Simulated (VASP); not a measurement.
# SnTe3 (P6/mmm) in VASP: notebook, part 2 of 2

VASP 6.6.1. The steps go on from the part before.

## Step 5: Single point, PBE

This run uses another cell than the first one, of 48.28 Å³/atom.

The input, INCAR:

```
SYSTEM = SnTe3
ALGO = Normal
EDIFF = 1E-6
ENCUT = 520
GGA = PE
ISIF = 2
ISMEAR = 0
LASPH = .TRUE.
LCHARG = .TRUE.
LELF = .TRUE.
LREAL = .FALSE.
LVHAR = .TRUE.
LWAVE = .FALSE.
NBANDS = 24
NELM = 80
PREC = Accurate
SIGMA = 0.1
```

The input, KPOINTS:

```
k-points
0
G
  12 12 8
  0 0 0
```

The input, POSCAR:

```
SnTe3
1.0
    6.3882579787      0.0000000000      0.0000000000
   -3.1941289893      5.5323936955      0.0000000000
    0.0000000000      0.0000000000      5.4646146432
Sn Te
1 3
Direct
    0.0000000000      0.0000000000      0.0000000000
    0.5000000000      0.0000000000      0.0000000000
    0.0000000000      0.5000000000      0.0000000000
    0.5000000000      0.5000000000      0.0000000000
```

Potentials or basis: VASP PAW PBE potentials, release 64 (Sn_d, Te).

The run is started by

```bash
> cat potpaw_PBE.64/Sn_d/POTCAR potpaw_PBE.64/Te/POTCAR > POTCAR
> mpirun -np 1 vasp_std > vasp.out
```

OUTCAR:

```text
SYSTEM = SnTe3
   EDIFF = 1E-6
   ENCUT = 520
   GGA = PE
   ISIF = 2
   ISMEAR = 0
   LASPH = .TRUE.
   LREAL = .FALSE.
   NELM = 80
   PREC = Accurate

 ion  position               nearest neighbor table
   1  0.000  0.000  0.000-   3 3.19   3 3.19   2 3.19   2 3.19   4 3.19   4 3.19
   2  0.500  0.000  0.000-   4 3.19   4 3.19   1 3.19   1 3.19   3 3.19   3 3.19
   3  0.000  0.500  0.000-   1 3.19   1 3.19   4 3.19   4 3.19   2 3.19   2 3.19
   4  0.500  0.500  0.000-   2 3.19   2 3.19   3 3.19   3 3.19   1 3.19   1 3.19

[... 849 lines left out ...]
  Direction    XX          YY          ZZ          XY          YZ          ZX
  --------------------------------------------------------------------------------------
  -------------------------------------------------------------------------------------
  Total       -0.0856335     -0.0856335      0.0426440     -0.0000000     -0.0000000      0.0000000
  in kB       -0.7103940     -0.7103940      0.3537638     -0.0000000     -0.0000000      0.0000000
  external PRESSURE =      -0.3556747 kB  Pullay stress =       0.0000000 kB

 VOLUME and BASIS-vectors are now :
 -----------------------------------------------------------------------------
  energy-cutoff  :      520.00
  volume of cell :      193.13
      direct lattice vectors                 reciprocal lattice vectors
     6.388257979  0.000000000  0.000000000     0.156537197  0.090376793  0.000000000
    -3.194128989  5.532393695  0.000000000     0.000000000  0.180753586  0.000000000
     0.000000000  0.000000000  5.464614643     0.000000000  0.000000000  0.182995520

 POSITION                                       TOTAL-FORCE (eV/Angst)
 -----------------------------------------------------------------------------------
      0.00000      0.00000      0.00000        -0.000000      0.000000      0.000000
      3.19413      0.00000      0.00000         0.000000      0.000000      0.000000
     -1.59706      2.76620      0.00000        -0.000000      0.000000      0.000000
      1.59706      2.76620      0.00000        -0.000000      0.000000      0.000000
 -----------------------------------------------------------------------------------
    total drift:                                0.000000      0.000000      0.000000

  FREE ENERGIE OF THE ION-ELECTRON SYSTEM (eV)
  ---------------------------------------------------
  free  energy   TOTEN  =       -11.9940325518 eV

  energy  without entropy=      -11.9782288509  energy(sigma->0) =      -11.98613070
```

OSZICAR:

```text
N       E                     dE             d eps       ncg     rms          rms(c)
DAV:   1     0.214103345296E+03    0.21410E+03   -0.12715E+04  4560   0.118E+03
DAV:   2     0.115472585404E+02   -0.20256E+03   -0.19039E+03  4880   0.269E+02
DAV:   3    -0.113034208087E+02   -0.22851E+02   -0.21808E+02  5824   0.959E+01
DAV:   4    -0.122406916724E+02   -0.93727E+00   -0.93295E+00  5472   0.212E+01
DAV:   5    -0.122809066216E+02   -0.40215E-01   -0.40211E-01  6928   0.426E+00    0.925E+00
DAV:   6    -0.120309257970E+02    0.24998E+00   -0.17344E-01  5616   0.327E+00    0.599E+00
DAV:   7    -0.119991808096E+02    0.31745E-01   -0.17545E-01  5440   0.198E+00    0.108E+00
DAV:   8    -0.119953787806E+02    0.38020E-02   -0.46710E-02  5080   0.171E+00    0.279E-01
DAV:   9    -0.119934034657E+02    0.19753E-02   -0.54200E-03  5544   0.657E-01    0.107E-01
DAV:  10    -0.119938636495E+02   -0.46018E-03   -0.89912E-04  4848   0.163E-01    0.370E-02
DAV:  11    -0.119940553909E+02   -0.19174E-03   -0.27234E-04  5688   0.115E-01    0.343E-02
DAV:  12    -0.119940253193E+02    0.30072E-04   -0.60088E-05  5608   0.548E-02    0.189E-02
DAV:  13    -0.119940326931E+02   -0.73738E-05   -0.17834E-05  4984   0.189E-02    0.103E-02
DAV:  14    -0.119940325518E+02    0.14122E-06   -0.61430E-07  4360   0.591E-03
   1 F= -.11994033E+02 E0= -.11986131E+02  d E =-.158037E-01
```

stdout:

```text
POSCAR found type information on POSCAR SnTe
 POSCAR found :  2 types and       4 ions
 scaLAPACK will be used
 LDA part: xc-table for (Slater+PW92), standard interpolation
 POSCAR, INCAR and KPOINTS ok, starting setup
 FFT: planning ... GRIDC
 FFT: planning ... GRID_SOFT
 FFT: planning ... GRID
 WAVECAR not read
 entering main loop
```

Wall time 3.9 min (1 thread of Intel Xeon 6975P-C (Granite Rapids), shared host); peak memory 0.57 GiB.

Results:

```
Free energy            : -11.9940 eV
Pressure               : 0.0 GPa
Band gap on the k mesh : zero (bands 16 and 17 overlap by 2.01 eV)
```

Stress tensor (GPa, compression positive):
```
-0.07  0.00  0.00
 0.00 -0.07  0.00
 0.00  0.00  0.04
```

Levels at points of the mesh, in eV from the Fermi level:
```tsv
k point	band 13	band 14	band 15	band 16	band 17	band 18	band 19	band 20
(0.00, 0.00, 0.00)	-2.62	0.00	0.00	1.59	1.64	2.45	2.45	3.19
(0.50, 0.00, 0.00)	-1.49	-1.35	-1.29	-0.27	-0.10	0.87	1.15	2.79
(0.00, 0.00, 0.50)	-3.09	-0.30	-0.30	1.06	1.61	2.47	2.47	4.60
(0.50, 0.00, 0.50)	-1.81	-1.47	-1.27	-0.42	-0.24	0.54	0.93	2.80
```

Caveat: spin-orbit coupling is left out, which moves the levels of the heavy elements.

## Step 6: The runs side by side

| task | cell | k mesh | cutoff (eV) | gap on the mesh (eV) | pressure (GPa) |
| --- | --- | --- | --- | --- | --- |
| single point | a = 5.611, b = 5.611, c = 5.390 Å, angles 90.0, 90.0, 120.0°, 4 atoms | 6 × 6 × 4 | 520 | none | 22.8 |
| single point | a = 6.388, b = 6.388, c = 5.465 Å, angles 90.0, 90.0, 120.0°, 4 atoms | 6 × 6 × 4 | 520 | none | 0.0 |
| relaxation of cell and atoms | relaxed from a = 5.611, b = 5.611, c = 5.390 Å, angles 90.0, 90.0, 120.0°, 4 atoms | 6 × 6 × 4 | 600 | none | 0.0 |
| single point | a = 6.388, b = 6.388, c = 5.465 Å, angles 90.0, 90.0, 120.0°, 4 atoms | 12 × 12 × 8 | 520 | none | 0.0 |

Alike in all rows: level PBE; potentials or basis VASP PAW PBE potentials, release 64 (Sn_d, Te); no spin polarisation; smearing gaussian 0.1 eV.

Caveats: spin-orbit coupling is left out, which moves the levels of the heavy elements; the cell stands under pressure (at least some runs); the volume moved by over 15 % at a fixed basis, so the end points are rough (at least some runs).

Total energies depend on the potentials used, so only differences within one code and one set of settings carry meaning.
